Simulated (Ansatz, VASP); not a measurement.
# AlN in VASP and in Ansatz

Contents of INCAR:

```
SYSTEM = AlN
PREC = Accurate ; ENCUT = 520
EDIFF = 1E-6 ; ISMEAR = 0
SIGMA = 0.05 ; LREAL = .False.
LASPH = .True. ; NELM = 80
ALGO = Normal ; ISIF = 2
LWAVE = .False. ; LCHARG = .False.
GGA = PS ; NBANDS = 11
```

The input KPOINTS:

```
Automatic mesh
0
Gamma
  10 10 10
  0 0 0
```

Contents of POSCAR:

```
AlN
1.0
    0.0000000000      2.1886566781      2.1886566781
    2.1886566781      0.0000000000      2.1886566781
    2.1886566781      2.1886566781      0.0000000000
Al N
1 1
Direct
   -0.0067599835      0.0157732949      0.0067599835
    0.7630216860      0.7196160660      0.7369783140
```

Input for Ansatz:

```yaml
crystal:
  lattice:
    - [0.0, 2.1886566781, 2.1886566781]
    - [2.1886566781, 0.0, 2.1886566781]
    - [2.1886566781, 2.1886566781, 0.0]
  atoms:
    - { symbol: Al, position: [-0.0067599835, 0.0157732949, 0.0067599835] }
    - { symbol: "N", position: [0.763021686, 0.719616066, 0.736978314] }
basis:
  ecutwfc: 520.0
kpoints:
  mp_grid: { grid: [10, 10, 10] }
hamiltonian:
  xc: pbesol
  pseudopotentials: { kind: paw, azcp: { folder: soft_1 } }
scf:
  occupations: { method: gaussian, width: 0.05 }
output:
  forces: true
  stress: true
  eigenvalues: true
```

Change from the starting cell: mode 4 frozen in at -0.095 Å and mode 5 at -0.038 Å (largest displacements).

Alike in both runs: task single point; functional PBEsol; k mesh 10 × 10 × 10; occupations gaussian, width 0.05 eV; no spin polarisation.

|  | VASP | Ansatz |
| --- | --- | --- |
| version | VASP 6.6.1 | Ansatz 0.2.0 |
| potentials or method | VASP PAW PBE potentials, release 64 (Al, N), cutoff 520 eV | scalar-relativistic, plane waves, PAW |
| valence electrons in the cell | 8 | 8 |

Ansatz gave:

| Property | Result |
| --- | --- |
| gap on the k mesh at the Fermi level (eV) | 2.79 |
| least direct gap on the mesh (eV) | 3.63 |
| pressure (GPa) | 2.9 |
| traceless stress, the component that is largest in VASP (GPa) | -10.27 |
| rms of the force components (eV/Å) | 1.326 |

Question: Estimate VASP's values.

Answer: gap on the k mesh at the Fermi level (eV): 2.79; least direct gap on the mesh (eV): 3.65; pressure (GPa): 3.0; traceless stress, the component that is largest in VASP (GPa): -10.44; rms of the force components (eV/Å): 1.337.

VASP's potentials were made for PBE, not for PBEsol, and Ansatz warns of the same on its side. Atom by atom the forces differ by 0.011 eV/Å (rms over components).
